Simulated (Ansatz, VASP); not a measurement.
## One calculation of MnSe, two programs

```xyz
2
Lattice="0.0000 2.5530 2.5530 2.5530 0.0000 2.5530 2.5530 2.5530 0.0000" Properties=species:S:1:pos:R:3 pbc="T T T"
Mn    0.0000    0.0000    0.0000
Se    2.5530    2.5530    2.5530
```

Alike in both runs: task relaxation of cell and atoms; functional LDA; k mesh 14 × 14 × 14; occupations gaussian, width 0.2 eV; collinear spin.

|  | VASP | Ansatz |
| --- | --- | --- |
| version | VASP 6.6.1 | Ansatz 0.2.0 |
| potentials or method | VASP PAW LDA potentials, release 64 (Mn_pv, Se), cutoff 600 eV | scalar-relativistic, plane waves, PAW |
| valence electrons in the cell | 19 | 31 |

```tsv
	VASP	Ansatz	Ansatz less VASP
gap on the k mesh at the Fermi level, each at its own relaxed structure (eV)	none	none	-
net moment per atom (μB)	1.91	1.97	+0.059
size of the moment on the site where the two differ most (μB)	3.54	3.57	+0.037
relaxed volume (Å³/atom)	16.50	16.66	+0.157
relaxed length of the cell vector where the two differ most in proportion (Å)	3.601	3.612	+0.0113
```

LDA's correlation is that of Perdew and Zunger in VASP and of Perdew and Wang (1992) in Ansatz. Site moments also hang on the region over which each program counts them. A gap of «none» marks a metal or a gap that the smearing closes. VASP's potentials hold 19 valence electrons a cell and Ansatz's 31, so a difference there can come from the potentials and not from the codes.
